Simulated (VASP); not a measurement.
Set up this calculation in VASP 6.6.1, as the native input.

```
Task                   : single point
Functional             : PBE
Dispersion             : D4
Potentials or basis    : VASP PAW PBE potentials, release 64 (Zn, O)
Cutoff                 : 520 eV
k mesh                 : 6 × 6 × 8, shifted
Occupations            : gaussian, width 0.02 eV
Spin                   : no spin polarisation
Dipole correction      : no
Further INCAR settings : ALGO = Normal; EDIFF = 1e-06; NBANDS = 46
```

The structure of ZnO lies in POSCAR:

```
ZnO
1.0
    5.5453489869      0.0000000000      0.0000000000
    0.0000000000      5.5453489869      0.0000000000
    0.0000000000      0.0000000000      3.2704198630
Zn O
4 4
Direct
    0.1823277024      0.1823277024      0.5000000000
    0.8176722976      0.8176722976      0.5000000000
    0.6823277024      0.3176722976      0.0000000000
    0.3176722976      0.6823277024      0.0000000000
    0.8175707772      0.1824292228      0.5000000000
    0.1824292228      0.8175707772      0.5000000000
    0.6824292228      0.6824292228      0.0000000000
    0.3175707772      0.3175707772      0.0000000000
```

One way to write it, as run:

INCAR

```
  PREC = Accurate
  ENCUT = 520
  EDIFF = 1E-6
  ISMEAR = 0
  SIGMA = 0.02
  LREAL = F
  LASPH = T
  NELM = 100
  ALGO = Normal
  ISIF = 2
  LWAVE = F
  LCHARG = F
  GGA = PE
  IVDW = 13
  NBANDS = 46
```

KPOINTS

```
Automatic mesh
0
Gamma
  6 6 8
  0.5 0.5 0.5
```

Potentials or basis: VASP PAW PBE potentials, release 64 (Zn, O).

Run with:

```sh
$ cat potpaw_PBE.64/Zn/POTCAR potpaw_PBE.64/O/POTCAR > POTCAR
$ mpirun -np 1 vasp_std > vasp.out
```

It gave:

```json
{
 "Pressure": "0.9 GPa",
 "Largest force": "0.004 eV/Å",
 "Band gap on the k mesh": "1.42 eV, direct",
 "Dispersion energy per atom": "-0.225 eV"
}
```

Wall time 2.1 min on 1 thread of Oxide Virtual Turin-like Processor, on a shared host, peak memory 0.2 GiB.
